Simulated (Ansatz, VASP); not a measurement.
## Be2C in VASP and in Ansatz

```xyz
3
Lattice="0.0000 2.1605 2.2253 2.1605 0.0000 2.2253 2.1605 2.1605 0.0000" Properties=species:S:1:pos:R:3 pbc="T T T"
C     0.0000    0.0000    0.0000
Be    1.0802    1.0802    1.1127
Be    3.2407    3.2407    3.3380
```

Change from the starting cell: uniaxial_z strain +3.0%.

Alike in both runs: task single point; functional PBE; k mesh 10 × 10 × 10; occupations fermi-dirac, width 0.02 eV; no spin polarisation.

```csv
,VASP,Ansatz
version,VASP 6.6.1,Ansatz 0.2.0
potentials or method,"VASP PAW PBE potentials, release 64 (C, Be)","plane waves, PAW"
plane-wave cutoff (eV),600,420
valence electrons in the cell,8,8
```

VASP gave:

- gap on the k mesh at the Fermi level (eV): 0.93
- pressure (GPa): -4.4
- traceless stress, the component that is largest in VASP (GPa): -10.66

Problem. Which values does Ansatz return?

Solution. gap on the k mesh at the Fermi level (eV): 0.95; pressure (GPa): -4.7; traceless stress, the component that is largest in VASP (GPa): -10.66.

With one functional, cell and mesh, what is left measures potentials, basis and numerics.
